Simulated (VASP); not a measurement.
Crystal: NaBe5H.

```xyz
7
Lattice="4.3669 0.0000 0.0000 -2.1663 3.8930 0.0000 -0.2743 -2.2104 5.4058" Properties=species:S:1:pos:R:3 pbc="T T T"
Na   -0.1786   -0.7017    3.9845
Be    0.9840    1.3498    2.2046
Be    2.0865   -0.5728    2.2787
Be   -1.1834    1.3519    2.2931
Be    2.1465    3.2718    1.3945
Be    1.9894    0.7093    4.1052
H     1.8606    1.3221    5.3624
```

* Program: VASP 6.6.1
* Task: relaxation of cell and atoms
* Functional: PBE
* Potentials or basis: VASP PAW PBE potentials, release 64 (Na_pv, Be, H)
* Cutoff: 600 eV
* k mesh: 6 × 6 × 4
* Occupations: gaussian, width 0.1 eV
* Spin: no spin polarisation

At the start: pressure -1.6 GPa; volume 13.13 Å³/atom.

Where does the relaxation end?

Over 88 steps the energy falls by 301.2 meV/atom and the volume is 11.10 Å³/atom (-15.5 %); space group P1 (No. 1, to 0.1 Å) before, C2 (No. 5, to 0.1 Å).

The path:
```
step  energy change (eV)  largest force (eV/Å)  pressure (GPa)  volume (Å³)
   1              0.0000                1.1079           -1.62        91.90
   4             -0.0780                1.9358            9.41        75.20
   7             -0.5053                0.6004            1.64        81.98
  10             -0.6069                0.2971           -0.44        83.74
  13             -0.6772                0.3375            0.68        82.98
  16             -0.7297                0.5762           -0.14        85.18
  19             -0.7954                0.4155            0.01        85.95
  22             -0.8845                0.6319            0.15        87.52
  25             -0.9905                1.0867            0.80        90.84
  28             -1.1131                0.6656            0.35        92.00
  31             -1.2101                0.6655            0.16        93.68
  34             -1.4024                0.3116            0.27        96.85
  37             -1.4464                0.4033           -0.32        98.73
  40             -1.4882                0.1865           -0.21        98.14
  43             -1.5286                0.3150            0.02        95.28
  46             -1.5588                0.2702           -0.21        93.03
  49             -1.5969                0.2672            0.38        90.32
  52             -1.6480                0.3946            0.47        88.51
  55             -1.7254                0.2633           -0.37        88.59
  58             -1.7727                0.3118            0.65        86.93
  61             -1.8005                0.1614           -0.20        88.19
  64             -1.8211                0.2702           -0.04        88.00
  67             -1.8426                0.3434            0.33        87.06
  70             -1.8723                0.1812           -0.37        86.73
  73             -1.9084                0.2402            0.07        83.93
  76             -1.9434                0.3804            0.45        80.05
  79             -2.0366                0.3289           -0.11        77.89
  82             -2.0894                0.1737            0.12        77.69
  85             -2.1042                0.0976           -0.44        78.29
  88             -2.1087                0.0242            0.05        77.68
```

Final structure:
```cif
data_structure
_symmetry_space_group_name_H-M 'P 1'
_symmetry_Int_Tables_number 1
_cell_length_a 4.1744
_cell_length_b 4.1715
_cell_length_c 6.5888
_cell_angle_alpha 128.572
_cell_angle_beta 72.349
_cell_angle_gamma 120.002
_cell_volume 77.68
loop_
_atom_site_label
_atom_site_type_symbol
_atom_site_fract_x
_atom_site_fract_y
_atom_site_fract_z
_atom_site_occupancy
Na1 Na 0.28443 0.64120 0.92877 1
Be1 Be 0.45346 0.47592 0.42706 1
Be2 Be 0.45356 0.97853 0.43135 1
Be3 Be 0.96220 0.28518 0.23884 1
Be4 Be 0.95214 0.97422 0.42668 1
Be5 Be 0.94288 0.66817 0.61877 1
H1 H 0.95133 0.97678 0.92853 1
```

Caveat: the volume moved by over 15 % at a fixed basis, so the end points are rough.
